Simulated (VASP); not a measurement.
# Cu: single point with r2SCAN

Cu:

```
Cu
1.0
     0.00000    1.75683    1.75683
     1.75683    0.00000    1.75683
     1.75683    1.75683    0.00000
Cu
1
Direct
  0.00000 0.00000 0.00000
```

- Program: VASP 6.6.1
- Task: single point
- Functional: r2SCAN
- Potentials or basis: VASP PAW PBE potentials, release 64 (Cu)
- Cutoff: 520 eV
- k mesh: 26 × 26 × 26
- Occupations: fermi-dirac, width 0.1 eV
- Spin: no spin polarisation
- Dipole correction: no
- Further INCAR settings: ALGO = Normal; EDIFF = 1e-07; NBANDS = 12

| Item | Value |
| --- | --- |
| Pressure | 10.7 GPa |
| Band gap on the k mesh | zero (an odd number of electrons rules out a gap without spin polarisation) |

Levels at points of the mesh, in eV from the Fermi level:
```tsv
k point	band 4	band 5	band 6	band 7	band 8	band 9
(0.00, 0.00, 0.00)	-3.45	-2.51	-2.51	24.06	27.79	27.79
(0.50, 0.00, 0.00)	-1.85	-1.85	-1.34	4.41	22.52	24.52
(0.50, 0.50, 0.00)	-1.67	-1.67	1.50	8.03	14.44	14.44
```

Wall time 110 s on 1 thread of Intel(R) Xeon(R) 6975P-C (Granite Rapids) (shared host), peak memory 0.17 GiB.

Caveat: the cell stands under pressure; the PAW data sets were made with another functional, which shifts forces and pressure a little.
